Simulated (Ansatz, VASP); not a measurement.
One calculation of AlN, two programs

File INCAR:

```
SYSTEM = AlN
PREC = Accurate
ENCUT = 520
EDIFF = 1E-6
ISMEAR = 0
SIGMA = 0.05
LREAL = .False.
LASPH = .True.
NELM = 60
ALGO = Normal
ISIF = 2
LWAVE = .False.
LCHARG = .True.
LELF = .True.
LVHAR = .True.
NBANDS = 26
```

File KPOINTS:

```
regular mesh
0
Gamma
  8 6 4
  0 0 0
```

Contents of POSCAR:

```
AlN
1.0
   -1.6378403119      2.8368226349      0.0000000000
    0.0000000000      0.0000000000      4.1006264518
    4.9135209358      2.8368226349      0.0000000000
Al N
4 4
Direct
    0.5189273641      0.7500000000      0.1477393026
    1.0000000000      0.7500000000      0.6666666667
    0.0000000000      0.2500000000      0.3333333333
    0.5000000000      0.2500000000      0.8333333333
    0.5000000000      0.2500000000      0.1666666667
    1.0000000000      0.2500000000      0.6666666667
    0.0000000000      0.7500000000      0.3333333333
    0.5000000000      0.7500000000      0.8333333333
```

Input for Ansatz:

```yaml
crystal:
  lattice:
    - [-1.6378403119, 2.8368226349, 0.0]
    - [0.0, 0.0, 4.1006264518]
    - [4.9135209358, 2.8368226349, 0.0]
  atoms:
    - { symbol: Al, position: [0.5189273641, 0.75, 0.1477393026] }
    - { symbol: Al, position: [1.0, 0.75, 0.6666666667] }
    - { symbol: Al, position: [0.0, 0.25, 0.3333333333] }
    - { symbol: Al, position: [0.5, 0.25, 0.8333333333] }
    - { symbol: "N", position: [0.5, 0.25, 0.1666666667] }
    - { symbol: "N", position: [1.0, 0.25, 0.6666666667] }
    - { symbol: "N", position: [0.0, 0.75, 0.3333333333] }
    - { symbol: "N", position: [0.5, 0.75, 0.8333333333] }
basis:
  ecutwfc: 420
kpoints:
  mp_grid: { grid: [8, 6, 4] }
hamiltonian:
  xc: lda
  pseudopotentials: { kind: paw, azcp: { folder: soft_1 } }
scf:
  occupations: { method: gaussian, width: 0.05 }
output:
  forces: true
  stress: true
  eigenvalues: true
```

Alike in both runs: task single point; functional LDA; k mesh 8 × 6 × 4; occupations gaussian, width 0.05 eV; no spin polarisation.

```csv
,VASP,Ansatz
version,VASP 6.6.1,Ansatz 0.2.0
potentials or method,"VASP PAW LDA potentials, release 64 (Al, N), cutoff 520 eV","scalar-relativistic, plane waves, PAW"
valence electrons in the cell,32,32
```

```tsv
	VASP	Ansatz	Ansatz less VASP
gap on the k mesh at the Fermi level (eV)	3.51	3.50	-0.005
least direct gap on the mesh (eV)	3.51	3.50	-0.005
pressure (GPa)	1.4	0.7	-0.65
traceless stress, the component that is largest in VASP (GPa)	3.22	3.13	-0.098
rms of the force components (eV/Å)	0.693	0.685	-0.0087
```

Ansatz warns that its potentials were made for another functional, while VASP's fit it. LDA's correlation is that of Perdew and Zunger in VASP and of Perdew and Wang (1992) in Ansatz. Atom by atom the forces differ by 0.010 eV/Å (rms over components).
